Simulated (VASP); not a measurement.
# Hf (P6_3/mmc) in VASP: a series of runs, part 2 of 3

VASP 6.6.1. The steps go on from the part before.

## (3) Single point, r2SCAN

This run uses another cell than the first one, of 21.93 Å³/atom, 1.021 times its volume.

POSCAR reads:

```
Hf
1.0
    3.1752449911      0.0000000000      0.0000000000
   -1.5876224956      2.7498428256      0.0000000000
    0.0000000000      0.0000000000      5.0238540107
Hf
2
Direct
    0.6666666667      0.3333333333      0.7500000000
    0.3333333333      0.6666666667      0.2500000000
```

INCAR.step1 reads:

```
ALGO = Normal ; EDIFF = 1E-4
ENCUT = 520 ; GGA = PE
ISMEAR = -1 ; LASPH = True
LCHARG = False ; LREAL = False
LWAVE = True ; NBANDS = 17
NELM = 80 ; PREC = Accurate
SIGMA = 0.05
```

INCAR.step2 reads:

```
ALGO = Normal ; EDIFF = 1E-6
ENCUT = 520 ; ISIF = 2
ISMEAR = -1 ; ISTART = 1
LASPH = True ; LCHARG = True
LELF = True ; LMIXTAU = True
LREAL = False ; LVHAR = True
LWAVE = False ; METAGGA = R2SCAN
NBANDS = 17 ; NELM = 80
PREC = Accurate ; SIGMA = 0.05
```

KPOINTS reads:

```
k-points
0
Gamma
  10 10 5
```

Potentials or basis: VASP PAW PBE potentials, release 64 (Hf_pv).

Started as:

```console
cat potpaw_PBE.64/Hf_pv/POTCAR > POTCAR
cp INCAR.step1 INCAR
mpirun -np 1 vasp_std > vasp.out
cp INCAR.step2 INCAR
mpirun -np 1 vasp_std > vasp.out
```

OUTCAR:

```text
EDIFF = 1E-6
   ENCUT = 520
   ISIF = 2
   ISMEAR = -1
   ISTART = 1
   LASPH = True
   LREAL = False
   METAGGA = R2SCAN
   NELM = 80
   PREC = Accurate

 ion  position               nearest neighbor table
   1  0.667  0.333  0.750-   2 3.11   2 3.11   2 3.11   2 3.11   2 3.11   2 3.11
   2  0.333  0.667  0.250-   1 3.11   1 3.11   1 3.11   1 3.11   1 3.11   1 3.11

  LATTYP: Found a hexagonal cell.
 ALAT       =     3.1752449911
 C/A-ratio  =     1.5821941377

  Lattice vectors:

 A1 = (   3.1752449911,   0.0000000000,   0.0000000000)
 A2 = (  -1.5876224956,   2.7498428256,   0.0000000000)
 A3 = (   0.0000000000,   0.0000000000,   5.0238540107)

Analysis of symmetry for initial positions (statically):
=====================================================================
 Subroutine PRICEL returns:
 Original cell was already a primitive cell.

 Routine SETGRP: Setting up the symmetry group for a
 hexagonal supercell.

 Subroutine GETGRP returns: Found 24 space group operations
 (whereof 12 operations were pure point group operations)
 out of a pool of 24 trial point group operations.

The static configuration has the point symmetry D_3d.
 The point group associated with its full space group is D_6h.

Analysis of symmetry for dynamics (positions and initial velocities):
=====================================================================
 Subroutine PRICEL returns:
 Original cell was already a primitive cell.

 Routine SETGRP: Setting up the symmetry group for a
 hexagonal supercell.

 Subroutine GETGRP returns: Found 24 space group operations
 (whereof 12 operations were pure point group operations)
 out of a pool of 24 trial point group operations.

The dynamic configuration has the point symmetry D_3d.
 The point group associated with its full space group is D_6h.

 Subroutine INISYM returns: Found 24 space group operations
 (whereof 12 operations are pure point group operations),
 and found     1 'primitive' translations

----------------------------------------------------------------------------------------

                                     Primitive cell

  volume of cell :      43.8654

  direct lattice vectors                    reciprocal lattice vectors
     3.175244991  0.000000000  0.000000000     0.314936329  0.181828574  0.000000000
    -1.587622496  2.749842826  0.000000000     0.000000000  0.363657148  0.000000000
     0.000000000  0.000000000  5.023854011     0.000000000  0.000000000  0.199050370

  length of vectors
     3.175244991  3.175244991  5.023854011     0.363657148  0.363657148  0.199050370

  position of ions in fractional coordinates (direct lattice)
     0.666666667  0.333333333  0.750000000
     0.333333333  0.666666667  0.250000000

  ion indices of the primitive-cell ions
   primitive index   ion index
                 1           1
                 2           2

----------------------------------------------------------------------------------------

 KPOINTS: k-points

Automatic generation of k-mesh.
 Grid dimensions read from file:
 generate k-points for:   10   10    5

 Generating k-lattice:

  Cartesian coordinates                     Fractional coordinates (reciprocal lattice)
     0.031493633  0.018182857  0.000000000     0.100000000  0.000000000  0.000000000
     0.000000000  0.036365715  0.000000000     0.000000000  0.100000000  0.000000000
     0.000000000  0.000000000  0.039810074     0.000000000  0.000000000  0.200000000

  Length of vectors
     0.036365715  0.036365715  0.039810074

  Shift w.r.t. Gamma in fractional coordinates (k-lattice)
     0.000000000  0.000000000  0.000000000

 Subroutine IBZKPT returns following result:
 ===========================================

 Found     42 irreducible k-points:

 Following reciprocal coordinates:
            Coordinates               Weight
  0.000000  0.000000  0.000000      1.000000
  0.100000  0.000000  0.000000      6.000000
  0.200000  0.000000  0.000000      6.000000
  0.300000  0.000000  0.000000      6.000000
  0.400000  0.000000  0.000000      6.000000
  0.500000  0.000000  0.000000      3.000000
[... 16 lines left out ...]
  0.300000  0.100000  0.200000     24.000000
  0.400000  0.100000  0.200000     24.000000
 [... further k-points ...]
   k-points           NKPTS =     42   k-points in BZ     NKDIM =     42   number of bands    NBANDS=     17
   number of dos      NEDOS =    301   number of ions     NIONS =      2
   total plane-waves  NPLWV =  23040
   dimension x,y,z NGX =    24 NGY =   24 NGZ =   40
   dimension x,y,z NGXF=    48 NGYF=   48 NGZF=   80
   ions per type =               2
   NGX,Y,Z   is equivalent  to a cutoff of  12.57, 12.57, 13.24 a.u.
   NGXF,Y,Z  is equivalent  to a cutoff of  25.13, 25.13, 26.47 a.u.
 SYSTEM =  unknown system
   PREC   = accura    normal or accurate (medium, high low for compatibility)
   ISTART =      1    job   : 0-new  1-cont  2-samecut
   ICHARG =      0    charge: 1-file 2-atom 10-const
   ISPIN  =      1    spin polarized calculation?
   LNONCOLLINEAR =      F non collinear calculations
   LSORBIT =      F    spin-orbit coupling
   LASPH  =      T    aspherical Exc in radial PAW
   ENCUT  =  520.0 eV  38.22 Ry    6.18 a.u.   5.90  5.90  9.34*2*pi/ulx,y,z
   NELM   =     80;   NELMIN=  2; NELMDL=  0     # of ELM steps
   EDIFF  = 0.1E-05   stopping-criterion for ELM
   LREAL  =      F    real-space projection
   EDIFFG = 0.1E-04   stopping-criterion for IOM
   NSW    =      0    number of steps for IOM
   IBRION =     -1    ionic relax: 0-MD 1-quasi-New 2-CG
   NFREE  =      0    steps in history (QN), initial steepest desc. (CG)
   ISIF   =      2    stress and relaxation
   ISYM   =      2    0-nonsym 1-usesym 2-fastsym
   POTIM  = 0.5000    time-step for ionic-motion
   TEBEG  =    0.0;   TEEND  =   0.0 temperature during run
   PSTRESS=    0.0 pullay stress
   NELECT =      20.0000    total number of electrons
   NUPDOWN=      -1.0000    fix difference up-down
   EMIN   =  10.00;   EMAX   =-10.00  energy-range for DOS
   EFERMI =   0.00;   METHOD = LEGACY
   ISMEAR =    -1;   SIGMA  =   0.05  broadening in eV -4-tet -1-fermi 0-gaus
   EFERMI_NEDOS =   21; number of points for ismear=-14 and -15
   IALGO  =     38    algorithm
   IMIX   =      4    mixing-type and parameters
     AMIX     =   0.40;   BMIX     =  1.00
     AMIX_MAG =   1.60;   BMIX_MAG =  1.00
  volume/ion in A,a.u.               =      21.93       148.01
  Fermi-wavevector in a.u.,A,eV,Ry     =   1.260020  2.381093 21.601297  1.587651
  Thomas-Fermi vector in A             =   2.393551
   LORBIT       =      0    0 simple, 1 ext, 2 COOP (PROOUT), +10 PAW based schemes
   METAGGA = R2SCAN    functional components
   LHFCALC =     F    Hartree Fock is set to
   AEXX    =    0.0000 exact exchange contribution
   IVDW    =     0    specifies the selected vdW correction
   LEPSILON=     F    determine dielectric tensor
   LRPA    =     F    only Hartree local field effects (RPA)
 non-spin polarized calculation
  energy-cutoff  :      520.00
  volume of cell :       43.87
 maximum number of plane-waves:      1200
 NGX is ok and might be reduce to    24
   NGX = 11   NGY = 11   NGZ = 19

 number of electron      19.9999999 magnetization

 Free energy of the ion-electron system (eV)
  ---------------------------------------------------
  ext. energy  EPLUGINS =         0.00000000
  ---------------------------------------------------
  free energy    TOTEN  =       -90.30105884 eV

  energy without entropy =      -90.29012712  energy(sigma->0) =      -90.29559298

 E-fermi :   4.9629     XC(G=0): -12.2534

 val. band max:        4.9146589470   @ k =   0.1000   0.1000   0.0000
 cond. band min:       4.9785233564   @ k =   0.1000   0.1000   0.4000
 fundamental gap:      0.0638644095
 Fermi energy:         4.9628797712

 k-point     1 :       0.0000    0.0000    0.0000
  band No.  band energies     occupation
      1     -27.2610      2.00000
      2     -26.4376      2.00000
      3     -26.4376      2.00000
      4     -26.3064      2.00000
      5     -26.3006      2.00000
      6     -26.3006      2.00000
[... 9 lines left out ...]
     16       7.9441      0.00000
     17      10.7375      0.00000

 k-point     2 :       0.1000    0.0000    0.0000
  band No.  band energies     occupation
      1     -27.2325      2.00000
      2     -26.4981      2.00000
      3     -26.4577      2.00000
      4     -26.3642      2.00000
      5     -26.3193      2.00000
      6     -26.3085      2.00000
[... 9 lines left out ...]
     16       7.6438      0.00000
     17      10.9763      0.00000
[... 421 lines left out ...]
 k-point    24 :       0.4000    0.1000    0.2000
  band No.  band energies     occupation
      1     -27.1023      2.00000
      2     -26.9619      2.00000
      3     -26.7557      2.00000
      4     -26.6247      2.00000
      5     -26.5205      2.00000
      6     -26.4433      2.00000
[... 9 lines left out ...]
     16      11.3565      0.00000
     17      12.2043      0.00000

 [... further k-points ...]
[... 5 lines left out ...]
  --------------------------------------------------------------------------------------
  -------------------------------------------------------------------------------------
  Total        0.4826506      0.4826506      0.1892646     -0.0000000      0.0000000     -0.0000000
  in kB       17.6287426     17.6287426      6.9128627     -0.0000000      0.0000000     -0.0000000
  external PRESSURE =      14.0567826 kB  Pullay stress =       0.0000000 kB

 VOLUME and BASIS-vectors are now :
 -----------------------------------------------------------------------------
  energy-cutoff  :      520.00
  volume of cell :       43.87
      direct lattice vectors                 reciprocal lattice vectors
     3.175244991  0.000000000  0.000000000     0.314936329  0.181828574  0.000000000
    -1.587622496  2.749842826  0.000000000     0.000000000  0.363657148  0.000000000
     0.000000000  0.000000000  5.023854011     0.000000000  0.000000000  0.199050370

 POSITION                                       TOTAL-FORCE (eV/Angst)
 -----------------------------------------------------------------------------------
      1.58762      0.91661      3.76789        -0.000000      0.000000      0.000000
     -0.00000      1.83323      1.25596         0.000000     -0.000000      0.000000
 -----------------------------------------------------------------------------------
    total drift:                               -0.000000      0.000000     -0.000000

  FREE ENERGIE OF THE ION-ELECTRON SYSTEM (eV)
  ---------------------------------------------------
  free  energy   TOTEN  =       -90.3010588363 eV

  energy  without entropy=      -90.2901271196  energy(sigma->0) =      -90.29559298
```

OSZICAR.step1:

```text
N       E                     dE             d eps       ncg     rms          rms(c)
DAV:   1     0.504739387468E+02    0.50474E+02   -0.11325E+04  1428   0.112E+03
DAV:   2    -0.186901394110E+02   -0.69164E+02   -0.67383E+02  1864   0.251E+02
DAV:   3    -0.205212313847E+02   -0.18311E+01   -0.18203E+01  1823   0.269E+01
DAV:   4    -0.205364914919E+02   -0.15260E-01   -0.15250E-01  1848   0.291E+00
DAV:   5    -0.205366354510E+02   -0.14396E-03   -0.14394E-03  1855   0.254E-01    0.656E+01
DAV:   6    -0.200335300255E+02    0.50311E+00   -0.46549E-01  1702   0.444E+00    0.389E+01
DAV:   7    -0.198574898619E+02    0.17604E+00   -0.78941E-01  1755   0.554E+00    0.191E+00
DAV:   8    -0.198477199126E+02    0.97699E-02   -0.49569E-02  1668   0.146E+00    0.178E-01
DAV:   9    -0.198478219767E+02   -0.10206E-03   -0.10780E-03  1945   0.231E-01    0.180E-01
DAV:  10    -0.198478091099E+02    0.12867E-04   -0.59800E-05  1029   0.538E-02
   1 F= -.19847809E+02 E0= -.19842727E+02  d E =-.101643E-01
```

Wall time 62 s (1 thread of AMD EPYC 9R45 (Zen 5), shared host); peak memory 0.15 GiB.

Results:

```yaml
Free_energy: -90.3011 eV
Pressure: 1.4 GPa
Band_gap_on_the_k_mesh: zero (band 10 reaches 6.31 eV, above the bottom of band 11 at 4.57 eV)
```

Stress tensor (GPa, compression positive):
```
1.76 0.00 0.00
0.00 1.76 0.00
0.00 0.00 0.69
```

Caveat: the PAW data sets were made with another functional, which shifts forces and pressure a little; spin-orbit coupling is left out, which moves the levels of the heavy elements.

## (4) Single point, r2SCAN

This run uses another cell than the first one, of 22.38 Å³/atom, 1.042 times its volume.

POSCAR reads:

```
Hf
1.0
    3.1967000000      0.0000000000      0.0000000000
   -1.5983500000      2.7684234083      0.0000000000
    0.0000000000      0.0000000000      5.0578000000
Hf
2
Direct
    0.6666666667      0.3333333333      0.7500000000
    0.3333333333      0.6666666667      0.2500000000
```

INCAR.step1 reads:

```
ALGO = Normal ; EDIFF = 1E-4
ENCUT = 520 ; GGA = PE
ISMEAR = -1 ; LASPH = T
LCHARG = F ; LREAL = F
LWAVE = T ; NBANDS = 17
NELM = 60 ; PREC = Accurate
SIGMA = 0.05
```

INCAR.step2 reads:

```
ALGO = Normal ; EDIFF = 1E-6
ENCUT = 520 ; ISIF = 2
ISMEAR = -1 ; ISTART = 1
LASPH = T ; LCHARG = F
LMIXTAU = T ; LREAL = F
LWAVE = F ; METAGGA = R2SCAN
NBANDS = 17 ; NELM = 60
PREC = Accurate ; SIGMA = 0.05
```

KPOINTS is that of step 3.

Started as:

```console
cat potpaw_PBE.64/Hf_pv/POTCAR > POTCAR
cp INCAR.step1 INCAR
mpirun -np 1 vasp_std > vasp.out
cp INCAR.step2 INCAR
mpirun -np 1 vasp_std > vasp.out
```

Wall time 60 s (1 thread of AMD EPYC 9R45 (Zen 5), shared host); peak memory 0.15 GiB.

The run converged. Its results:

```
Free energy            : -90.3027 eV
Pressure               : -0.8 GPa
Band gap on the k mesh : zero (band 10 reaches 6.16 eV, above the bottom of band 11 at 4.41 eV)
```

Stress tensor (GPa, compression positive):
```
-0.49  0.00  0.00
 0.00 -0.49  0.00
 0.00  0.00 -1.47
```

Levels at points of the mesh, in eV from the Fermi level:
| k point | band 6 | band 7 | band 8 | band 9 | band 10 | band 11 | band 12 | band 13 | band 14 | band 15 |
| --- | --- | --- | --- | --- | --- | --- | --- | --- | --- | --- |
| (0.00, 0.00, 0.00) | -31.35 | -7.75 | -3.84 | 0.41 | 1.34 | 1.34 | 1.64 | 2.21 | 2.21 | 2.93 |
| (0.50, 0.00, 0.00) | -31.44 | -3.49 | -2.84 | -2.32 | -1.01 | 0.92 | 0.98 | 1.82 | 6.21 | 6.72 |

Caveat: the PAW data sets were made with another functional, which shifts forces and pressure a little; spin-orbit coupling is left out, which moves the levels of the heavy elements.

[end of part 2 of 3]
